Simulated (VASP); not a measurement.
# HPt12 in VASP: single point with PBE

Aim: the single point of HPt12 with PBE.

Everything below comes from runs of VASP 6.6.1. Logs are shortened: lines on timing, memory, paths and dates and some standing lists are left out, and cuts for length are marked.

### 1 The cell of the first run

The cell holds a slab with vacuum, 13 atoms: a = 5.615 Å, b = 5.615 Å, c = 20.852 Å, α = 90.00°, β = 90.00°, γ = 90.00°.

### 2 Single point, PBE, collinear spin

INCAR

```
SYSTEM = HPt12
  PREC = Accurate
  ENCUT = 520
  EDIFF = 1E-7
  ISMEAR = 0
  SIGMA = 0.1
  LREAL = .FALSE.
  LASPH = .TRUE.
  NELM = 150
  ALGO = Normal
  ISIF = 2
  LWAVE = .FALSE.
  LCHARG = .FALSE.
  ISPIN = 2
  MAGMOM = 0 0 0 0 0 0 0 0 0 0 0 0 1
  LORBIT = 11
  LMAXMIX = 4
  LDIPOL = .TRUE.
  IDIPOL = 3
  DIPOL = 0.5 0.5 0.298
  GGA = PE
  NBANDS = 76
  KPAR = 4
```

KPOINTS

```
Automatic mesh
0
G
  5 5 1
  0 0 0
```

POSCAR

```
HPt12
1.0
    5.6145835605      0.0000000000      0.0000000000
    0.0000000000      5.6145835605      0.0000000000
    0.0000000000      0.0000000000     20.8516597862
Pt H
12 1
Direct
    0.2500000000      0.2500000000      0.1918312519
    0.2500000000      0.7500000000      0.1918312519
    0.7500000000      0.2500000000      0.1918312519
    0.7500000000      0.7500000000      0.1918312519
    0.0000000000      0.0000000000      0.2842219789
    0.0000000000      0.5000000000      0.2842219789
    0.5000000000      0.0000000000      0.2842219789
    0.5000000000      0.5000000000      0.2842219789
    0.2500000000      0.2500000000      0.3765484315
    0.2500000000      0.7500000000      0.3765484315
    0.7500000000      0.2500000000      0.3765484315
    0.7500000000      0.7500000000      0.3765484315
    0.5000000000      0.5000000000      0.4643112292
```

Potentials or basis: VASP PAW PBE potentials, release 64 (Pt, H).

Launch:

```sh
cat potpaw_PBE.64/Pt/POTCAR potpaw_PBE.64/H/POTCAR > POTCAR
mpirun -np 4 vasp_std > vasp.out
```

OUTCAR:

```text
SYSTEM = HPt12
   PREC = Accurate
   ENCUT = 520
   EDIFF = 1E-7
   ISMEAR = 0
   LREAL = .FALSE.
   LASPH = .TRUE.
   NELM = 150
   ISIF = 2
   ISPIN = 2
   LORBIT = 11
   GGA = PE

 ion  position               nearest neighbor table
   1  0.250  0.250  0.192-   5 2.77   6 2.77   7 2.77   8 2.77   2 2.81   3 2.81   2 2.81   3 2.81

   2  0.250  0.750  0.192-   5 2.77   6 2.77   7 2.77   8 2.77   1 2.81   4 2.81   1 2.81   4 2.81

   3  0.750  0.250  0.192-   5 2.77   6 2.77   7 2.77   8 2.77   1 2.81   4 2.81   4 2.81   1 2.81
[... 15 lines left out ...]
  11  0.750  0.250  0.377-   5 2.77   6 2.77   7 2.77   8 2.77   9 2.81  12 2.81  12 2.81   9 2.81

  12  0.750  0.750  0.377-   5 2.77   6 2.77   7 2.77   8 2.77  10 2.81  11 2.81  11 2.81  10 2.81

  13  0.500  0.500  0.464-

  LATTYP: Found a simple tetragonal cell.
 ALAT       =     5.6145835605
 C/A-ratio  =     3.7138390695

  Lattice vectors:

 A1 = (   5.6145835605,   0.0000000000,   0.0000000000)
 A2 = (   0.0000000000,   5.6145835605,   0.0000000000)
 A3 = (   0.0000000000,   0.0000000000,  20.8516597862)

Analysis of symmetry for initial positions (statically):
=====================================================================
 Subroutine PRICEL returns:
 Original cell was already a primitive cell.

 Routine SETGRP: Setting up the symmetry group for a
 simple tetragonal supercell.

 Subroutine GETGRP returns: Found  8 space group operations
 (whereof  8 operations were pure point group operations)
 out of a pool of 16 trial point group operations.

The static configuration has the point symmetry C_4v.

Analysis of symmetry for dynamics (positions and initial velocities):
=====================================================================
 Subroutine PRICEL returns:
 Original cell was already a primitive cell.

 Routine SETGRP: Setting up the symmetry group for a
 simple tetragonal supercell.

 Subroutine GETGRP returns: Found  8 space group operations
 (whereof  8 operations were pure point group operations)
 out of a pool of 16 trial point group operations.

The dynamic configuration has the point symmetry C_4v.

Analysis of structural, dynamic, and magnetic symmetry:
=====================================================================
[... 181 lines left out ...]
      3      -7.4905      1.00000
      4      -7.4297      1.00000
      5      -7.2553      1.00000
      6      -7.2553      1.00000
[... 439 lines left out ...]
     71       2.4333      0.00000
     72       2.7865      0.00000
 Fermi energy:        -1.0113867767

 spin component 2

 k-point     1 :       0.0000    0.0000    0.0000
  band No.  band energies     occupation
      1      -9.8950      1.00000
      2      -7.4981      1.00000
      3      -7.4905      1.00000
      4      -7.4297      1.00000
      5      -7.2553      1.00000
      6      -7.2553      1.00000
[... 439 lines left out ...]
     71       2.4333      0.00000
     72       2.7864      0.00000
 [bands above 72 left out]

------------------------ aborting loop because EDIFF is reached ----------------------------------------

 vacuum level on the upper side and lower side of the slab       (xc-potential included)        -0.033        -0.126

  FORCE on cell =-STRESS in cart. coord.  units (eV):
  Direction    XX          YY          ZZ          XY          YZ          ZX
  --------------------------------------------------------------------------------------
  -------------------------------------------------------------------------------------
  Total      -13.7120199    -13.7120199     -2.8908039      0.0000000     -0.0000000      0.0000000
  in kB      -33.4222965    -33.4222965     -7.0461761      0.0000000     -0.0000000      0.0000000
  external PRESSURE =     -24.6302563 kB  Pullay stress =       0.0000000 kB

 VOLUME and BASIS-vectors are now :
 -----------------------------------------------------------------------------
  energy-cutoff  :      520.00
  volume of cell :      657.32
      direct lattice vectors                 reciprocal lattice vectors
     5.614583560  0.000000000  0.000000000     0.178107599  0.000000000  0.000000000
     0.000000000  5.614583560  0.000000000     0.000000000  0.178107599  0.000000000
     0.000000000  0.000000000 20.851659786     0.000000000  0.000000000  0.047957813

 POSITION                                       TOTAL-FORCE (eV/Angst)
 -----------------------------------------------------------------------------------
      1.40365      1.40365      4.00000        -0.029298     -0.029298     -0.010925
      1.40365      4.21094      4.00000        -0.029298      0.029298     -0.010925
      4.21094      1.40365      4.00000         0.029298     -0.029298     -0.010925
      4.21094      4.21094      4.00000         0.029298      0.029298     -0.010925
      0.00000      0.00000      5.92650         0.000000     -0.000000      0.367241
      0.00000      2.80729      5.92650         0.000000      0.000000     -0.188649
      2.80729      0.00000      5.92650         0.000000     -0.000000     -0.188649
      2.80729      2.80729      5.92650        -0.000000     -0.000000     -0.159302
      1.40365      1.40365      7.85166         0.132593      0.132593      0.492207
      1.40365      4.21094      7.85166         0.132593     -0.132593      0.492207
      4.21094      1.40365      7.85166        -0.132593      0.132593      0.492207
      4.21094      4.21094      7.85166        -0.132593     -0.132593      0.492207
      2.80729      2.80729      9.68166         0.000000      0.000000     -1.755766
 -----------------------------------------------------------------------------------
    total drift:                                0.000000     -0.000000      0.000066

  FREE ENERGIE OF THE ION-ELECTRON SYSTEM (eV)
  ---------------------------------------------------
  free  energy   TOTEN  =       -68.1306212795 eV

  energy  without entropy=      -67.9931164005  energy(sigma->0) =      -68.06186884

 vacuum level on the upper side and lower side of the slab         4.680         4.575

 total charge

# of ion       s       p       d       tot
------------------------------------------
    1        0.617   0.395   8.036   9.049
    2        0.617   0.395   8.036   9.049
    3        0.617   0.395   8.036   9.049
    4        0.617   0.395   8.036   9.049
    5        0.620   0.594   7.993   9.207
    6        0.617   0.583   8.020   9.220
    7        0.617   0.583   8.020   9.220
    8        0.617   0.582   8.021   9.220
    9        0.602   0.407   8.029   9.038
   10        0.602   0.407   8.029   9.038
   11        0.602   0.407   8.029   9.038
   12        0.602   0.407   8.029   9.038
   13        0.351   0.002   0.000   0.353
--------------------------------------------------
tot          7.699   5.551  96.315 109.566

 magnetization (x)

# of ion       s       p       d       tot
------------------------------------------
    1       -0.000  -0.000   0.000   0.000
    2       -0.000  -0.000   0.000   0.000
    3       -0.000  -0.000   0.000   0.000
    4       -0.000  -0.000   0.000   0.000
    5        0.000   0.000   0.000   0.000
    6        0.000   0.000   0.000   0.000
    7        0.000   0.000   0.000   0.000
    8        0.000   0.000   0.000   0.000
    9        0.000  -0.000   0.000   0.000
   10        0.000  -0.000   0.000   0.000
   11        0.000  -0.000   0.000   0.000
   12        0.000  -0.000   0.000   0.000
   13       -0.000  -0.000   0.000  -0.000
--------------------------------------------------
tot          0.000  -0.000   0.000   0.000
```

Wall time 25 min (4 MPI ranks of AMD EPYC, shared host); peak memory 1.1 GiB.

Results:

- Free energy: -68.1306 eV
- Largest force: 1.756 eV/Å
- Net moment: 0.00 μB per cell
- Valence electrons inside the program's atomic spheres: Pt 9.05, 9.21, 9.22, 9.04 (each value once); H 0.35

Forces on the atoms (eV/Å):
```
Pt  -0.029 -0.029 -0.011
Pt  -0.029  0.029 -0.011
Pt   0.029 -0.029 -0.011
Pt   0.029  0.029 -0.011
Pt   0.000  0.000  0.367
Pt   0.000  0.000 -0.189
Pt   0.000  0.000 -0.189
Pt   0.000  0.000 -0.159
Pt   0.133  0.133  0.492
Pt   0.133 -0.133  0.492
Pt  -0.133  0.133  0.492
Pt  -0.133 -0.133  0.492
H    0.000  0.000 -1.756
```

Levels at points of the mesh, in eV from the Fermi level:
Spin up:
```csv
k point,band 58,band 59,band 60,band 61,band 62,band 63
"(0.00, 0.00, 0.00)",0.07,0.12,0.12,0.33,0.35,0.77
```
Spin down:
```
           k point  band 56  band 57  band 58  band 59  band 60  band 61  band 62  band 63  band 64  band 65
(0.00, 0.00, 0.00)     0.00     0.02     0.07     0.12     0.12     0.33     0.35     0.77     0.80     0.83
```

Caveat: spin-orbit coupling is left out, which moves the levels of the heavy elements.
